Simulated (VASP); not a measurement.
# Bi2Te3 (R3m) in VASP: further runs, part 2 of 2

VASP 6.6.1. Earlier steps stand in the parts before.

## Step 3: Single point, LDA (equal xx and yy strain of +3 %)

Contents of INCAR:

```
ALGO = Normal
EDIFF = 1E-6
ENCUT = 520
GGA = CA
ISIF = 2
ISMEAR = -1
LASPH = True
LCHARG = True
LELF = True
LREAL = False
LVHAR = True
LWAVE = False
NBANDS = 32
NELM = 60
PREC = Accurate
SIGMA = 0.08
```

Contents of KPOINTS:

```
k-points
0
Gamma
  8 8 8
```

Contents of POSCAR:

```
Bi2Te3
1.0
    2.2747562915      1.3133311572      9.9466700000
   -2.2747562915      1.3133311572      9.9466700000
    0.0000000000     -2.6266623145      9.9466700000
Bi Te
2 3
Direct
    0.8120000000      0.8120000000      0.8120000000
    0.4020000000      0.4020000000      0.4020000000
    0.6110000000      0.6110000000      0.6110000000
    0.2000000000      0.2000000000      0.2000000000
    0.0000000000      0.0000000000      0.0000000000
```

Potentials or basis: VASP PAW LDA potentials, release 64 (Bi_d, Te).

The run is started by

```bash
$ cat potpaw_LDA.64/Bi_d/POTCAR potpaw_LDA.64/Te/POTCAR > POTCAR
$ mpirun -np 1 vasp_std > vasp.out
```

OUTCAR:

```text
EDIFF = 1E-6
   ENCUT = 520
   GGA = CA
   ISIF = 2
   ISMEAR = -1
   LASPH = True
   LREAL = False
   NELM = 60
   PREC = Accurate

 ion  position               nearest neighbor table
   1  0.812  0.812  0.812-   4 3.09   4 3.09   4 3.09   2 3.48   2 3.48   2 3.48
   2  0.402  0.402  0.402-   5 3.33   5 3.33   5 3.33   1 3.48   1 3.48   1 3.48
   3  0.611  0.611  0.611-   5 3.11   5 3.11   5 3.11   4 3.50   4 3.50   4 3.50
   4  0.200  0.200  0.200-   1 3.09   1 3.09   1 3.09   3 3.50   3 3.50   3 3.50
   5  0.000  0.000  0.000-   3 3.11   3 3.11   3 3.11   2 3.33   2 3.33   2 3.33

  LATTYP: Found a trigonal (rhomboedric) cell.
 ALAT       =    10.2876430247
 COS(alpha) =     0.9022159607

  Lattice vectors:

 A1 = (   2.2747562915,   1.3133311572,   9.9466700000)
 A2 = (  -2.2747562915,   1.3133311572,   9.9466700000)
 A3 = (   0.0000000000,  -2.6266623145,   9.9466700000)

Analysis of symmetry for initial positions (statically):
=====================================================================
 Subroutine PRICEL returns:
 Original cell was already a primitive cell.

 Routine SETGRP: Setting up the symmetry group for a
 trigonal (rhombohedral) supercell.

 Subroutine GETGRP returns: Found  6 space group operations
 (whereof  6 operations were pure point group operations)
 out of a pool of 12 trial point group operations.

The static configuration has the point symmetry C_3v.

Analysis of symmetry for dynamics (positions and initial velocities):
=====================================================================
 Subroutine PRICEL returns:
 Original cell was already a primitive cell.

 Routine SETGRP: Setting up the symmetry group for a
 trigonal (rhombohedral) supercell.

 Subroutine GETGRP returns: Found  6 space group operations
 (whereof  6 operations were pure point group operations)
 out of a pool of 12 trial point group operations.

[... 119 lines left out ...]
   EMIN   =  10.00;   EMAX   =-10.00  energy-range for DOS
   EFERMI =   0.00;   METHOD = LEGACY
   ISMEAR =    -1;   SIGMA  =   0.08  broadening in eV -4-tet -1-fermi 0-gaus
   EFERMI_NEDOS =   21; number of points for ismear=-14 and -15
   IALGO  =     38    algorithm
   IMIX   =      4    mixing-type and parameters
     AMIX     =   0.40;   BMIX     =  1.00
     AMIX_MAG =   1.60;   BMIX_MAG =  1.00
  volume/ion in A,a.u.               =      35.66       240.64
  Fermi-wavevector in a.u.,A,eV,Ry     =   1.057083  1.997598 15.203492  1.117425
  Thomas-Fermi vector in A             =   2.192343
   LORBIT       =      0    0 simple, 1 ext, 2 COOP (PROOUT), +10 PAW based schemes
   GGA     = CA    functional components
   LHFCALC =     F    Hartree Fock is set to
   AEXX    =    0.0000 exact exchange contribution
   IVDW    =     0    specifies the selected vdW correction
   LEPSILON=     F    determine dielectric tensor
   LRPA    =     F    only Hartree local field effects (RPA)
 non-spin polarized calculation
  energy-cutoff  :      520.00
  volume of cell :      178.29
 maximum number of plane-waves:      4854
 NGX is ok and might be reduce to    80
   NGX = 39   NGY = 39   NGZ = 39

 number of electron      48.0000001 magnetization

 Free energy of the ion-electron system (eV)
  ---------------------------------------------------
  ext. energy  EPLUGINS =         0.00000000
  ---------------------------------------------------
  free energy    TOTEN  =       -20.08055957 eV

  energy without entropy =      -20.03870255  energy(sigma->0) =      -20.05963106

 E-fermi :   5.5339     XC(G=0):  -9.3830

 val. band max:        5.4820129689   @ k =  -0.1250   0.2500   0.1250
 cond. band min:       5.5653677475   @ k =  -0.1250   0.1250   0.0000
 fundamental gap:      0.0833547786
 Fermi energy:         5.5339111057

 k-point     1 :       0.0000    0.0000    0.0000
  band No.  band energies     occupation
      1     -17.4560      2.00000
      2     -17.4560      2.00000
      3     -17.4309      2.00000
      4     -17.4309      2.00000
      5     -17.4233      2.00000
      6     -16.9437      2.00000
[... 829 lines left out ...]
     31       9.3166      0.00000
     32      10.6305      0.00000

 [... further k-points ...]
[... 5 lines left out ...]
  --------------------------------------------------------------------------------------
  -------------------------------------------------------------------------------------
  Total       -4.5238464     -4.5238464     -5.0061219      0.0000000      0.0000000      0.0000000
  in kB      -40.6518532    -40.6518532    -44.9856421      0.0000000      0.0000000      0.0000000
  external PRESSURE =     -42.0964495 kB  Pullay stress =       0.0000000 kB

 VOLUME and BASIS-vectors are now :
 -----------------------------------------------------------------------------
  energy-cutoff  :      520.00
  volume of cell :      178.29
      direct lattice vectors                 reciprocal lattice vectors
     2.274756292  1.313331157  9.946670000     0.219803766  0.126903764  0.033512053
    -2.274756292  1.313331157  9.946670000    -0.219803766  0.126903764  0.033512053
     0.000000000 -2.626662314  9.946670000     0.000000000 -0.253807527  0.033512053

 POSITION                                       TOTAL-FORCE (eV/Angst)
 -----------------------------------------------------------------------------------
      0.00000     -0.00000     24.23009         0.000000      0.000000     -0.500768
      0.00000     -0.00000     11.99568         0.000000      0.000000     -0.419311
      0.00000     -0.00000     18.23225         0.000000      0.000000     -0.408614
      0.00000     -0.00000      5.96800         0.000000     -0.000000      0.390010
      0.00000      0.00000      0.00000         0.000000     -0.000000      0.938684
 -----------------------------------------------------------------------------------
    total drift:                               -0.000000     -0.000000      0.000084

  FREE ENERGIE OF THE ION-ELECTRON SYSTEM (eV)
  ---------------------------------------------------
  free  energy   TOTEN  =       -20.0805595657 eV

  energy  without entropy=      -20.0387025521  energy(sigma->0) =      -20.05963106
```

OSZICAR:

```text
N       E                     dE             d eps       ncg     rms          rms(c)
DAV:   1     0.428393575298E+03    0.42839E+03   -0.21554E+04  4160   0.144E+03
DAV:   2     0.249506487548E+02   -0.40344E+03   -0.38807E+03  4368   0.370E+02
DAV:   3    -0.182079091910E+02   -0.43159E+02   -0.41352E+02  5264   0.134E+02
DAV:   4    -0.200662204895E+02   -0.18583E+01   -0.18453E+01  4568   0.306E+01
DAV:   5    -0.201571177006E+02   -0.90897E-01   -0.90889E-01  6152   0.659E+00    0.114E+01
DAV:   6    -0.200849448573E+02    0.72173E-01   -0.82903E-02  5088   0.548E+00    0.713E+00
DAV:   7    -0.200842749892E+02    0.66987E-03   -0.86906E-02  4800   0.188E+00    0.850E-01
DAV:   8    -0.200811141929E+02    0.31608E-02   -0.80934E-03  4720   0.664E-01    0.488E-01
DAV:   9    -0.200807035692E+02    0.41062E-03   -0.13109E-03  4784   0.345E-01    0.352E-01
DAV:  10    -0.200805655439E+02    0.13803E-03   -0.12922E-03  4920   0.277E-01    0.991E-02
DAV:  11    -0.200805630365E+02    0.25073E-05   -0.11242E-04  4728   0.648E-02    0.310E-02
DAV:  12    -0.200805600252E+02    0.30114E-05   -0.12324E-05  4768   0.247E-02    0.116E-02
DAV:  13    -0.200805595657E+02    0.45950E-06   -0.42829E-06  4480   0.160E-02
   1 F= -.20080560E+02 E0= -.20059631E+02  d E =-.418570E-01
```

stdout:

```text
POSCAR found type information on POSCAR BiTe
 POSCAR found :  2 types and       5 ions
 scaLAPACK will be used
 LDA part: xc-table for (Slater(with rela. corr.)+CA(PZ))
 , standard interpolation
 POSCAR, INCAR and KPOINTS ok, starting setup
 FFT: planning ... GRIDC
 FFT: planning ... GRID_SOFT
 FFT: planning ... GRID
 WAVECAR not read
 entering main loop
```

It took 28 min on 1 thread of Intel Xeon Platinum 8259CL at 2.50GHz (Skylake/Cascade Lake), shared host; peak memory 0.79 GiB.

What came out:

```yaml
Free_energy: -20.0806 eV
Pressure: -4.2 GPa
Largest_force: 0.939 eV/Å
Band_gap_on_the_k_mesh: zero (bands 24 and 25 overlap by 0.25 eV)
```

Forces in eV/Å, atoms in the order of the input:
```
Bi   0.000  0.000 -0.501
Bi   0.000  0.000 -0.419
Te   0.000  0.000 -0.409
Te   0.000  0.000  0.390
Te   0.000  0.000  0.939
```

Levels at points of the mesh, in eV from the Fermi level:
```csv
k point,band 21,band 22,band 23,band 24,band 25,band 26,band 27,band 28
"(0.00, 0.00, 0.00)",-2.03,-0.61,-0.47,-0.47,-0.22,0.20,0.20,2.01
"(0.50, 0.00, 0.00)",-3.01,-1.94,-0.27,-0.25,-0.16,0.44,2.42,2.71
"(0.50, 0.50, 0.00)",-2.16,-1.74,-1.02,-0.30,0.48,1.11,1.65,2.36
"(0.50, 0.50, 0.50)",-1.86,-0.96,-0.72,-0.72,0.30,0.78,0.78,1.52
```

Caveat: the cell differs from its parent crystal (equal xx and yy strain of +3 %); the cell stands under tension; spin-orbit coupling is left out, which moves the levels of the heavy elements.

## Step 4: Single point, LDA (zz strain of +2 %)

Contents of INCAR:

```
  ALGO = Normal
  EDIFF = 1E-6
  ENCUT = 520
  GGA = CA
  ISIF = 2
  ISMEAR = -1
  LASPH = T
  LCHARG = F
  LREAL = F
  LWAVE = F
  NBANDS = 32
  NELM = 60
  PREC = Accurate
  SIGMA = 0.08
```

KPOINTS is that of step 3.

POSCAR, as its differences from that of step 3:

```diff
@@ -2,5 +2,5 @@
 1.0
-    2.2747562915      1.3133311572      9.9466700000
-   -2.2747562915      1.3133311572      9.9466700000
-    0.0000000000     -2.6266623145      9.9466700000
+    2.2085012539      1.2750787934     10.1456034000
+   -2.2085012539      1.2750787934     10.1456034000
+    0.0000000000     -2.5501575869     10.1456034000
 Bi Te
```

The run is started by

```bash
$ cat potpaw_LDA.64/Bi_d/POTCAR potpaw_LDA.64/Te/POTCAR > POTCAR
$ mpirun -np 1 vasp_std > vasp.out
```

Wall time 45 min (1 thread of Oxide Virtual Turin-like, shared host); peak memory 0.74 GiB.

The run converged. Its results:

| Quantity | Value |
| --- | --- |
| Free energy | -20.1930 eV |
| Pressure | -2.7 GPa |
| Largest force | 1.132 eV/Å |
| Band gap on the k mesh | zero (bands 24 and 25 overlap by 0.17 eV) |

Forces on the atoms (eV/Å):
```
Bi   0.000  0.000 -0.659
Bi   0.000  0.000 -0.488
Te   0.000  0.000 -0.535
Te   0.000  0.000  0.551
Te   0.000  0.000  1.132
```

Stress tensor (GPa, compression positive):
```
-2.19  0.00  0.00
 0.00 -2.19  0.00
 0.00  0.00 -3.79
```

Levels at points of the mesh, in eV from the Fermi level:
```csv
k point,band 20,band 21,band 22,band 23,band 24,band 25,band 26,band 27,band 28,band 29
"(0.00, 0.00, 0.00)",-2.00,-2.00,-0.45,-0.38,-0.38,-0.06,0.35,0.35,2.06,2.06
"(0.50, 0.00, 0.00)",-3.23,-3.10,-2.20,-0.28,-0.27,-0.16,0.45,2.32,2.63,3.18
"(0.50, 0.50, 0.00)",-2.85,-2.28,-1.81,-1.00,-0.60,0.24,1.10,1.67,2.38,2.48
"(0.50, 0.50, 0.50)",-1.97,-1.78,-0.91,-0.60,-0.60,0.44,0.86,0.86,1.63,1.63
```

Caveat: the cell differs from its parent crystal (zz strain of +2 %); spin-orbit coupling is left out, which moves the levels of the heavy elements; forces of over 1 eV/Å act on the atoms, so gaps and moduli don't describe the material at rest.

## Step 5: Overview

| cell | gap on the mesh (eV) | pressure (GPa) | largest force (eV/Å) |
| --- | --- | --- | --- |
| a = 10.404 Å, angles 24.8°, 5 atoms | none | -3.5 | 1.04 |
| a = 10.288 Å, angles 25.5°, 5 atoms | none | -4.2 | 0.94 |
| a = 10.461 Å, angles 24.4°, 5 atoms | none | -2.7 | 1.13 |

Alike in all rows: task single point; level LDA; potentials or basis VASP PAW LDA potentials, release 64 (Bi_d, Te); no spin polarisation; k mesh 8 × 8 × 8; cutoff (eV) 520; smearing fermi-dirac 0.08 eV.

Caveats: spin-orbit coupling is left out, which moves the levels of the heavy elements; the cell stands under tension (at least some runs); forces of over 1 eV/Å act on the atoms, so gaps and moduli don't describe the material at rest (at least some runs).

Absolute energies hang on the potentials; compare differences alone.

The gap in the log of VASP goes by the Fermi energy; the results here count the filled bands.